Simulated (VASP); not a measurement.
A run of VASP 6.6.1 is set up as follows.

File INCAR:

```
SYSTEM = K
ALGO     = Normal         ! electronic algorithm
EDIFF    = 1E-7           ! SCF threshold, eV
ENCUT    = 520            ! plane-wave cutoff, eV
GGA      = PE             ! functional
ISIF     = 2              ! what is computed and relaxed
ISMEAR   = -1             ! smearing method
LASPH    = .True.         ! aspherical terms in the spheres
LCHARG   = .False.        ! write CHGCAR
LREAL    = .False.        ! projectors in reciprocal space
LWAVE    = .False.        ! write WAVECAR
NBANDS   = 26             ! bands
NELM     = 80             ! most SCF steps
PREC     = Accurate       ! precision mode
SIGMA    = 0.05           ! smearing width, eV
```

KPOINTS

```
k-points
0
Gamma
  7 7 4
  0 0 0
```

The input POSCAR:

```
K
1.0
    4.3301341495      0.0000000000      0.0000000000
   -2.1650670747      3.7500061753      0.0000000000
    0.0000000000      0.0000000000     14.3734531918
K
4
Direct
    0.0000000000      0.0000000000      0.0000000000
    0.0000000000      0.0000000000      0.5000000000
    0.3333333333      0.6666666667      0.2500000000
    0.6666666667      0.3333333333      0.7500000000
```

Potentials or basis: VASP PAW PBE potentials, release 64 (K_sv).

Run with:

```bash
$ cat potpaw_PBE.64/K_sv/POTCAR > POTCAR
$ mpirun -np 1 vasp_std > vasp.out
```

(1) Estimate the pressure.

(2) What does it give for the band gap on the k mesh?

Results:

(1) 1.3 GPa.

(2) zero (band 18 reaches 1.23 eV, above the bottom of band 19 at -1.20 eV).
